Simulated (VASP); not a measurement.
SiO2:

```
Si O
1.0
     4.97559    0.00000    0.00000
     0.00000    4.97559    0.00000
     0.00000    0.00000    6.90089
Si O
4 8
Direct
  0.80325 0.80325 0.50000
  0.69675 0.30325 0.25000
  0.30325 0.69675 0.75000
  0.19675 0.19675 0.00000
  0.76176 0.11039 0.43204
  0.88961 0.23824 0.06796
  0.11039 0.76176 0.56796
  0.26176 0.38961 0.81796
  0.23824 0.88961 0.93204
  0.73824 0.61039 0.31796
  0.38961 0.26176 0.18204
  0.61039 0.73824 0.68204
```

Base run:

| Quantity | Value |
| --- | --- |
| Program | VASP 6.6.1 |
| Functional | r2SCAN |
| Potentials or basis | VASP PAW PBE potentials, release 64 (Si, O) |
| Cutoff | 520 eV |
| k mesh | 6 × 6 × 4 |
| Occupations | fermi-dirac, width 0.05 eV |
| Spin | no spin polarisation |

Its results: band gap on the k mesh 6.35 eV, direct; pressure 0.3 GPa; largest force 0.020 eV/Å.

Problem. The run is repeated on the same cell with these changes: functional from r2SCAN to PBEsol; further incar settings from ALGO = Normal; EDIFF = 1e-07; NBANDS = 44 to ALGO = Normal; EDIFF = 1e-06; NBANDS = 44. What comes out?

Solution. Band gap on the k mesh 5.67 eV, direct; pressure 2.9 GPa; largest force 0.180 eV/Å.

Caveats: the PAW data sets were made with another functional, which shifts forces and pressure a little.

A k mesh can miss the band edges.
